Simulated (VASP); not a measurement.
A run of VASP 6.6.1 is set up as follows.

The input INCAR:

```
SYSTEM = SnBiO2
PREC = Accurate
ENCUT = 520
EDIFF = 1E-7
ISMEAR = 0
SIGMA = 0.1
LREAL = .FALSE.
LASPH = .TRUE.
NELM = 100
ALGO = Normal
ISIF = 2
LWAVE = .FALSE.
LCHARG = .FALSE.
GGA = PE
NBANDS = 28
```

The input KPOINTS:

```
regular mesh
0
G
  4 4 4
  0 0 0
```

File POSCAR:

```
SnBiO2
1.0
    3.9958138900      0.0000000000      0.0000000000
    0.0000000000      3.9958138900      0.0000000000
    0.0000000000      0.0000000000      5.7264527700
Sn Bi O
1 1 2
Direct
    0.5000000000      0.5000000000      0.5000000000
    0.0000000000      0.0000000000      0.0000000000
    0.0000000000      0.5000000000      0.2432881600
    0.5000000000      0.0000000000      0.7567118400
```

Potentials or basis: VASP PAW PBE potentials, release 64 (Sn_d, Bi_d, O).

Command:

```bash
$ cat potpaw_PBE.64/Sn_d/POTCAR potpaw_PBE.64/Bi_d/POTCAR potpaw_PBE.64/O/POTCAR > POTCAR
$ mpirun -np 1 vasp_std > vasp.out
```

Problem. Predict the largest force.

Solution. 0.188 eV/Å.

Problem. Predict the pressure.

Solution. -4.6 GPa.

Stress tensor (GPa, compression positive):
```
-4.57  0.00  0.00
 0.00 -4.57  0.00
 0.00  0.00 -4.81
```

Caveat: the k points lie up to 0.39 Å⁻¹ apart, too coarse for converged energies and pressures of a metal; an odd number of electrons without spin polarisation forces a metal; a magnetic or distorted state may lie lower.
